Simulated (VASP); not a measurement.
Be3Bi2:

```
Be Bi
1.0
     4.20295    0.00000    0.00000
    -2.10147    3.63986    0.00000
     0.00000    0.00000    5.16107
Be Bi
3 2
Direct
  0.00000 0.00000 0.74540
  0.00000 0.00000 0.25460
  0.66667 0.33333 0.00000
  0.66667 0.33333 0.50000
  0.33333 0.66667 0.00000
```

* Program: VASP 6.6.1
* Task: relaxation of cell and atoms
* Functional: PBE
* Potentials or basis: VASP PAW PBE potentials, release 64 (Be, Bi_d)
* Cutoff: 600 eV
* k mesh: 6 × 6 × 4
* Occupations: gaussian, width 0.1 eV
* Spin: no spin polarisation

At the start: pressure 16.9 GPa; volume 15.79 Å³/atom.

Question: How do energy, volume and symmetry change on relaxing?

Answer: Over 6 steps the energy falls by 158.9 meV/atom and the volume is 18.98 Å³/atom (+20.2 %); space group P-6m2 (No. 187, to 0.05 Å).

The path:
```csv
step,energy change (eV),largest force (eV/Å),pressure (GPa),volume (Å³)
1,0.0000,0.2751,16.93,78.95
2,-0.7280,0.1561,-2.59,99.58
3,-0.7598,0.1701,-0.04,95.24
4,-0.7598,0.1692,-0.27,95.58
5,-0.7740,0.1200,-0.20,95.43
6,-0.7947,0.0391,0.18,94.89
```

Final structure:
```
Be Bi
1.0
     4.58361    0.00000    0.00000
    -2.29181    3.96953    0.00000
     0.00000    0.00000    5.21517
Be Bi
3 2
Cartesian
  0.0000 0.0000 3.8452
  2.2918 3.9695 1.3700
  2.2918 1.3232 0.0000
  2.2918 1.3232 2.6076
  0.0000 2.6464 0.0000
```

Caveat: the volume moved by over 15 % at a fixed basis, so the end points are rough.
